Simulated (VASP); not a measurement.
# MnS (Fm-3m) in VASP: further runs, part 2 of 2

VASP 6.6.1. Earlier steps stand in the parts before.

**3. Single point, r2SCAN+D4+U, collinear spin, ferromagnetic start**

This run uses another cell than the first one, of 17.67 Å³/atom.

Input file POSCAR:

```
MnS
1.0
    0.0000000000      2.6045000000      2.6045000000
    2.6045000000      0.0000000000      2.6045000000
    2.6045000000      2.6045000000      0.0000000000
Mn S
1 1
Direct
    0.0000000000      0.0000000000      0.0000000000
    0.5000000000      0.5000000000      0.5000000000
```

Input file INCAR.step1:

```
SYSTEM = MnS
ALGO     = Normal         ! electronic algorithm
EDIFF    = 1E-4           ! SCF threshold, eV
ENCUT    = 520            ! plane-wave cutoff, eV
GGA      = PE             ! functional
ISMEAR   = 1              ! smearing method
ISPIN    = 2              ! spin polarisation
LASPH    = .True.         ! aspherical terms in the spheres
LCHARG   = .False.        ! write CHGCAR
LDAU     = .True.         ! DFT+U
LDAUJ    = 0 0          
LDAUL    = 2 -1           ! shell
LDAUTYPE = 2            
LDAUU    = 6.2 0          ! U, eV
LMAXMIX  = 4              ! l up to which the mixer works
LREAL    = .False.        ! projectors in reciprocal space
LWAVE    = .True.         ! write WAVECAR
MAGMOM   = 2 3            ! initial moments
NBANDS   = 20             ! bands
NELM     = 150            ! most SCF steps
PREC     = Accurate       ! precision mode
SIGMA    = 0.025          ! smearing width, eV
```

Input file INCAR.step2:

```
SYSTEM = MnS
ALGO     = Normal         ! electronic algorithm
EDIFF    = 1E-6           ! SCF threshold, eV
ENCUT    = 520            ! plane-wave cutoff, eV
ISIF     = 2              ! what is computed and relaxed
ISMEAR   = 1              ! smearing method
ISPIN    = 2              ! spin polarisation
ISTART   = 1            
IVDW     = 13             ! dispersion correction
LASPH    = .True.         ! aspherical terms in the spheres
LCHARG   = .False.        ! write CHGCAR
LDAU     = .True.         ! DFT+U
LDAUJ    = 0 0          
LDAUL    = 2 -1           ! shell
LDAUPRINT= 1            
LDAUTYPE = 2            
LDAUU    = 6.2 0          ! U, eV
LMAXMIX  = 4              ! l up to which the mixer works
LMIXTAU  = .True.       
LORBIT   = 11             ! projections on sites
LREAL    = .False.        ! projectors in reciprocal space
LWAVE    = .False.        ! write WAVECAR
MAGMOM   = 2 3            ! initial moments
METAGGA  = R2SCAN         ! meta-GGA
NBANDS   = 20             ! bands
NELM     = 150            ! most SCF steps
PREC     = Accurate       ! precision mode
SIGMA    = 0.025          ! smearing width, eV
VDW_A1   = 0.51559235   
VDW_A2   = 5.77342911   
VDW_S6   = 1.0          
VDW_S8   = 0.6018749
```

Input file KPOINTS:

```
k-points
0
Gamma
  9 9 9
  0 0 0
```

Potentials or basis: VASP PAW PBE potentials, release 64 (Mn_pv, S).

Run with:

```bash
$ cat potpaw_PBE.64/Mn_pv/POTCAR potpaw_PBE.64/S/POTCAR > POTCAR
$ cp INCAR.step1 INCAR
$ mpirun -np 1 vasp_std > vasp.out
$ cp INCAR.step2 INCAR
$ mpirun -np 1 vasp_std > vasp.out
```

It took 4 min on 1 thread of Intel Xeon 8259CL, shared host; peak memory 0.2 GiB.

The run converged. Its results:

* Free energy: -23.8268 eV
* Pressure: 4.4 GPa
* Band gap on the k mesh: 1.93 eV (least direct gap 3.90 eV)
* Net moment: 5.00 μB per cell
* Site moments: Mn +4.71; S +0.05 μB
* Valence electrons inside the program's atomic spheres: Mn 11.27; S 3.83
* Dispersion energy per atom: -0.145 eV

Levels at points of the mesh, in eV from the valence-band top:
Spin up:
| k point | band 8 | band 9 | band 10 | band 11 | band 12 | band 13 | band 14 | band 15 | band 16 | band 17 |
| --- | --- | --- | --- | --- | --- | --- | --- | --- | --- | --- |
| (0.00, 0.00, 0.00) | -5.83 | -5.83 | -1.08 | -1.08 | -1.08 | 3.00 | 9.18 | 9.18 | 9.18 | 11.88 |
Spin down:
```csv
k point,band 4,band 5,band 6,band 7,band 8,band 9,band 10,band 11
"(0.00, 0.00, 0.00)",-14.07,-0.90,-0.90,-0.90,4.07,4.07,4.07,4.27
```

Eigenvalues of the final occupation matrices:
| site | spin | trace | eigenvalues |
| --- | --- | --- | --- |
| site 1 d | 1 | 4.77 | 0.95 0.95 0.95 0.97 0.97 |
| site 1 d | 2 | 0.14 | 0.01 0.01 0.01 0.05 0.05 |

Caveat: the cell stands under pressure; the PAW data sets were made with another functional, which shifts forces and pressure a little; an odd mesh through Γ misses points on the zone boundary, where band edges can lie; a cell with one magnetic atom can't hold antiferromagnetic order, which such compounds often take.

**4. Vibrations by perturbation theory, PBE, collinear spin, ferromagnetic start**

This run uses another cell than the first one, of 17.67 Å³/atom.

Input file INCAR:

```
SYSTEM = MnS
  PREC = Accurate
  ENCUT = 520
  EDIFF = 1E-8
  ISMEAR = -1
  SIGMA = 0.05
  LREAL = .False.
  LASPH = .True.
  NELM = 150
  ALGO = Normal
  ISIF = 2
  LWAVE = .False.
  LCHARG = .False.
  ISPIN = 2
  MAGMOM = 4 0
  LORBIT = 11
  LMAXMIX = 4
  GGA = PE
  NBANDS = 20
  IBRION = 8
  NSW = 1
```

Input file KPOINTS:

```
regular mesh
0
Gamma
  7 7 7
  0 0 0
```

POSCAR is that of step 3.

Potentials or basis: VASP PAW PBE potentials, release 64 (Mn_pv, S).

Run with:

```bash
$ cat potpaw_PBE.64/Mn_pv/POTCAR potpaw_PBE.64/S/POTCAR > POTCAR
$ mpirun -np 1 vasp_std > vasp.out
```

OUTCAR:

```text
SYSTEM = MnS
   PREC = Accurate
   ENCUT = 520
   EDIFF = 1E-8
   ISMEAR = -1
   LREAL = .False.
   LASPH = .True.
   NELM = 150
   ISIF = 2
   ISPIN = 2
   LORBIT = 11
   GGA = PE
   IBRION = 8
   NSW = 1

 ion  position               nearest neighbor table
   1  0.000  0.000  0.000-   2 2.60   2 2.60   2 2.60   2 2.60   2 2.60   2 2.60
   2  0.500  0.500  0.500-   1 2.60   1 2.60   1 2.60   1 2.60   1 2.60   1 2.60

  LATTYP: Found a face centered cubic cell.
 ALAT       =     5.2090000000

  Lattice vectors:

 A1 = (   0.0000000000,   2.6045000000,   2.6045000000)
 A2 = (   2.6045000000,   0.0000000000,   2.6045000000)
[... 1197 lines left out ...]
      0.000000  0.000000  0.000000     0.000000   -0.603987   -0.000000
      2.604500  2.604500  2.604500    -0.000000    0.796994   -0.000000
[... 21 lines left out ...]
   6 f/i=    0.021502 THz     0.135103 2PiTHz    0.717242 cm-1     0.088927 meV
             X         Y         Z           dx          dy          dz
      0.000000  0.000000  0.000000    -0.012070   -0.106537   -0.789749
      2.604500  2.604500  2.604500    -0.009147   -0.080737   -0.598496

--------------------------------------------------------------------------------------------------------

 ELASTIC MODULI CONTR FROM IONIC RELAXATION (kBar)
 Direction    XX          YY          ZZ          XY          YZ          ZX
 --------------------------------------------------------------------------------
 XX           0.0000      0.0000      0.0000      0.0000      0.0000      0.0000
 YY           0.0000      0.0000      0.0000      0.0000      0.0000      0.0000
 ZZ           0.0000      0.0000      0.0000      0.0000      0.0000      0.0000
 XY           0.0000      0.0000      0.0000      0.0000      0.0000      0.0000
 YZ           0.0000      0.0000      0.0000      0.0000      0.0000      0.0000
 ZX           0.0000      0.0000      0.0000      0.0000      0.0000      0.0000
 --------------------------------------------------------------------------------

 total charge

# of ion       s       p       d       tot
------------------------------------------
    1        0.215   6.162   4.930  11.306
    2        1.328   2.398   0.000   3.726
--------------------------------------------------
tot          1.542   8.560   4.930  15.032

 magnetization (x)

# of ion       s       p       d       tot
------------------------------------------
    1        0.051   0.039   4.157   4.247
    2        0.026   0.075   0.000   0.102
--------------------------------------------------
tot          0.078   0.114   4.157   4.348
```

OSZICAR:

```text
N       E                     dE             d eps       ncg     rms          rms(c)
DAV:   1     0.151962863930E+03    0.15196E+03   -0.10210E+04  1608   0.982E+02
DAV:   2    -0.735217406416E+01   -0.15932E+03   -0.14953E+03  1692   0.283E+02
DAV:   3    -0.151183954004E+02   -0.77662E+01   -0.76809E+01  1872   0.674E+01
DAV:   4    -0.152102465149E+02   -0.91851E-01   -0.91799E-01  1808   0.753E+00
[... 48 lines left out ...]
RMM:   9    -0.104104297673E+00   -0.22932E-05    0.64640E-08  5576   0.912E-04    0.239E-04
RMM:  10    -0.104103884044E+00    0.41363E-06   -0.94218E-08  6058   0.292E-04    0.844E-05
RMM:  11    -0.104103671452E+00    0.21259E-06    0.13988E-08  6015   0.867E-05    0.326E-05
RMM:  12    -0.104103650800E+00    0.20651E-07   -0.13312E-08  6017   0.355E-05    0.192E-05
RMM:  13    -0.104103660221E+00   -0.94210E-08    0.17262E-08  6201   0.126E-05    0.382E-06
 Linear response finished
```

Run time: 1.7 min. Hardware: 1 thread of Intel Xeon 6975P-C (Granite Rapids), shared host; peak memory 0.27 GiB.

Results:

* Net moment: 4.69 μB per cell
* Site moments: Mn +4.25; S +0.10 μB
* Valence electrons inside the program's atomic spheres: Mn 11.31; S 3.73
* Highest phonon frequency at Γ, LO-TO splitting left out: 184 cm⁻¹

Phonon frequencies in cm⁻¹ (negative: imaginary):
```
              q point           frequencies
(0.000, 0.000, 0.000)  -1 -1 -1 184 184 184
```

Caveat: the cell stands under pressure or tension, which shifts response properties; a cell with one magnetic atom can't hold antiferromagnetic order, which such compounds often take.

**5. The runs side by side**

| task | level | potentials or basis | U | cell | k mesh | smearing | gap on the mesh (eV) | pressure (GPa) | moment (μB) |
| --- | --- | --- | --- | --- | --- | --- | --- | --- | --- |
| single point | LDA+U | VASP PAW LDA potentials, release 64 (Mn_pv, S) | Mn d U = 4.5 eV | a = 3.732 Å, angles 60.0°, 2 atoms | 9 × 9 × 9 | methfessel-paxton 0.05 eV | 0.73 | -5.4 | 5.00 |
| single point | r2SCAN+D4+U | VASP PAW PBE potentials, release 64 (Mn_pv, S) | Mn d U = 6.2 eV | a = 3.683 Å, angles 60.0°, 2 atoms | 9 × 9 × 9 | methfessel-paxton 0.025 eV | 1.93 | 4.4 | 5.00 |
| vibrations by perturbation theory | PBE | VASP PAW PBE potentials, release 64 (Mn_pv, S) | - | a = 3.683 Å, angles 60.0°, 2 atoms | 7 × 7 × 7 | fermi-dirac 0.05 eV | - | - | 4.69 |

Alike in all rows: spin collinear, ferromagnetic start; cutoff (eV) 520.

Caveats: a cell with one magnetic atom can't hold antiferromagnetic order, which such compounds often take; an odd mesh through Γ misses points on the zone boundary, where band edges can lie (at least some runs); the cell stands under tension (at least some runs); the cell stands under pressure (at least some runs); the PAW data sets were made with another functional, which shifts forces and pressure a little (at least some runs); the cell stands under pressure or tension, which shifts response properties (at least some runs).

Absolute energies hang on the potentials; compare differences alone.
